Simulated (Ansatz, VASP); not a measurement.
SnO in VASP and in Ansatz

```xyz
4
Lattice="3.8272 0.0000 0.0000 0.0000 3.8272 0.0000 0.0000 0.0000 4.8680" Properties=species:S:1:pos:R:3 pbc="T T T"
Sn    0.0000    1.9136    1.1610
Sn    1.9136    0.0000    3.7070
O     0.0000    0.0000    0.0000
O     1.9136    1.9136    0.0000
```

Change from the starting cell: volume scaled by 1.02, PAW files.

Alike in both runs: task electric field gradients; functional PBE; k mesh 8 × 8 × 6; occupations fermi-dirac, width 0.01 eV; no spin polarisation.

|  | VASP | Ansatz |
| --- | --- | --- |
| version | VASP 6.6.1 | Ansatz 0.2.0 |
| potentials or method | VASP PAW PBE potentials, release 64 (Sn_d, O_h) | PAW with Ansatz's default frozen-core files, scalar-relativistic |
| plane-wave cutoff (eV) | 1000 | 420 |
| valence electrons in the cell | 40 | 40 |

|  | VASP | Ansatz | Ansatz less VASP |
| --- | --- | --- | --- |
| rms of the force components (eV/Å) | 0.060 | 0.029 | -0.0301 |
| size of Vzz on the site where it differs most (V/Å²) | 163.4 | 172.6 | +9.16 |

Atom by atom the forces differ by 0.030 eV/Å (rms over components). The functional is the same, so the differences come from potentials, cutoffs and numerics.
